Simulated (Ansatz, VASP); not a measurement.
Two plane-wave programs on PbS

```
Pb S
1.0
     0.00000    3.00948    3.05395
     3.00948    0.00000    3.05395
     3.00948    3.00948    0.00000
Pb S
1 1
Cartesian
  0.0000 0.0000 0.0000
  3.0095 3.0095 3.0539
```

Change from the starting cell: strain +0.015 along x and y, +0.030 along z, atoms carried along.

Alike in both runs: task single point; functional PBE; k mesh 10 × 10 × 10; occupations gaussian, width 0.03 eV; no spin polarisation.

|  | VASP | Ansatz |
| --- | --- | --- |
| version | VASP 6.6.1 | Ansatz 0.2.0 |
| potentials or method | VASP PAW PBE potentials, release 64 (Pb_d, S), cutoff 520 eV | scalar-relativistic, plane waves, PAW |
| valence electrons in the cell | 20 | 20 |

```csv
,VASP,Ansatz,Ansatz less VASP
gap on the k mesh at the Fermi level (eV),0.56,0.55,-0.006
least direct gap on the mesh (eV),0.56,0.55,-0.006
pressure (GPa),-1.0,-1.0,+0.07
"traceless stress, the component that is largest in VASP (GPa)",-0.93,-0.93,+0.001
```

Spin-orbit coupling is off throughout.
